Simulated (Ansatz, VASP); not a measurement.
**AlSn: VASP beside Ansatz**

POSCAR

```
AlSn
1.0
    4.2259084499      0.0000000000      0.0000000000
   -2.1129542249      3.6597440716      0.0000000000
    0.0000000000      0.0000000000      3.3287472872
Sn Al
1 1
Direct
    0.3333333333      0.6666666667      0.5000000000
    0.0000000000      0.0000000000      0.0000000000
```

File INCAR.step1:

```
PREC = Accurate
ENCUT = 520
EDIFF = 1E-5
ISMEAR = -1
SIGMA = 0.05
LREAL = F
LASPH = T
NELM = 100
ALGO = Normal
ISIF = 2
LWAVE = T
LCHARG = F
GGA = PE
NBANDS = 16
```

Contents of INCAR.step2:

```
PREC = Accurate
ENCUT = 520
EDIFF = 1E-6
ISMEAR = -1
SIGMA = 0.05
LREAL = F
LASPH = T
NELM = 100
ALGO = Normal
ISIF = 2
LWAVE = F
LCHARG = F
GGA = PE
LHFCALC = T
HFSCREEN = 0.2079
PRECFOCK = Normal
ISTART = 1
NBANDS = 16
```

KPOINTS

```
Automatic mesh
0
Gamma
  4 4 6
```

File input:

```
crystal:
  lattice:
    - [4.2259084499, 0.0, 0.0]
    - [-2.1129542249, 3.6597440716, 0.0]
    - [0.0, 0.0, 3.3287472872]
  atoms:
    - { symbol: Sn, position: [0.3333333333, 0.6666666667, 0.5] }
    - { symbol: Al, position: [0.0, 0.0, 0.0] }
hamiltonian:
  xc: hse06
  pseudopotentials: { kind: paw }
kpoints:
  mp_grid: { grid: [4, 4, 6] }
scf:
  occupations: { method: fermi_dirac, width: 0.05 }
output:
  forces: true
  stress: true
  eigenvalues: true
```

Alike in both runs: task single point; functional HSE06; k mesh 4 × 4 × 6; occupations fermi-dirac, width 0.05 eV; no spin polarisation.

```csv
,VASP,Ansatz
version,VASP 6.6.1,Ansatz 0.2.0
potentials or method,"VASP PAW PBE potentials, release 64 (Sn_d, Al)",Ansatz PAW
plane-wave cutoff (eV),520,420
valence electrons in the cell,17,17
```

Ansatz gave:

| Item | Value |
| --- | --- |
| gap on the k mesh at the Fermi level (eV) | none |
| pressure (GPa) | -2.1 |
| traceless stress, the component that is largest in VASP (GPa) | -0.37 |

What did VASP give for the same quantities?

gap on the k mesh at the Fermi level (eV): none; pressure (GPa): -2.1; traceless stress, the component that is largest in VASP (GPa): -0.48.

A gap of «none» marks a metal or a gap that the smearing closes. The functional is the same, so the differences come from potentials, cutoffs and numerics.

The k mesh is coarse, so the values compare programs but aren't converged.
